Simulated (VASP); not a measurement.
Set up this calculation in VASP 6.6.1, as the native input.

```yaml
Task: single point
Functional: LDA
Potentials_or_basis: VASP PAW LDA potentials, release 64 (Cd, S)
Cutoff: 520 eV
k_mesh: 6 × 6 × 6
Occupations: gaussian, width 0.01 eV
Spin: no spin polarisation
Dipole_correction: no
Further_INCAR_settings: ALGO = Normal; EDIFF = 1e-06; NBANDS = 16
```

The structure of CdS (Hawleyite) lies in POSCAR:

```
CdS
1.0
    0.0000000000      2.9165000000      2.9165000000
    2.9165000000      0.0000000000      2.9165000000
    2.9165000000      2.9165000000      0.0000000000
Cd S
1 1
Direct
    0.0000000000      0.0000000000      0.0000000000
    0.2500000000      0.2500000000      0.2500000000
```

One way to write it, as run:

INCAR

```
SYSTEM = CdS
PREC     = Accurate       ! precision mode
ENCUT    = 520            ! plane-wave cutoff, eV
EDIFF    = 1E-6           ! SCF threshold, eV
ISMEAR   = 0              ! smearing method
SIGMA    = 0.01           ! smearing width, eV
LREAL    = .FALSE.        ! projectors in reciprocal space
LASPH    = .TRUE.         ! aspherical terms in the spheres
NELM     = 100            ! most SCF steps
ALGO     = Normal         ! electronic algorithm
ISIF     = 2              ! what is computed and relaxed
LWAVE    = .FALSE.        ! write WAVECAR
LCHARG   = .FALSE.        ! write CHGCAR
GGA      = CA             ! functional
NBANDS   = 16             ! bands
```

KPOINTS

```
Automatic mesh
0
G
  6 6 6
  0 0 0
```

Potentials or basis: VASP PAW LDA potentials, release 64 (Cd, S).

Launch:

```sh
$ cat potpaw_LDA.64/Cd/POTCAR potpaw_LDA.64/S/POTCAR > POTCAR
$ mpirun -np 1 vasp_std > vasp.out
```

It gave:

| Item | Value |
| --- | --- |
| Pressure | -2.0 GPa |
| Band gap on the k mesh | 0.89 eV, direct |

Wall time 14 s on 1 thread of AMD EPYC 7R13, on a shared host, peak memory 0.12 GiB.
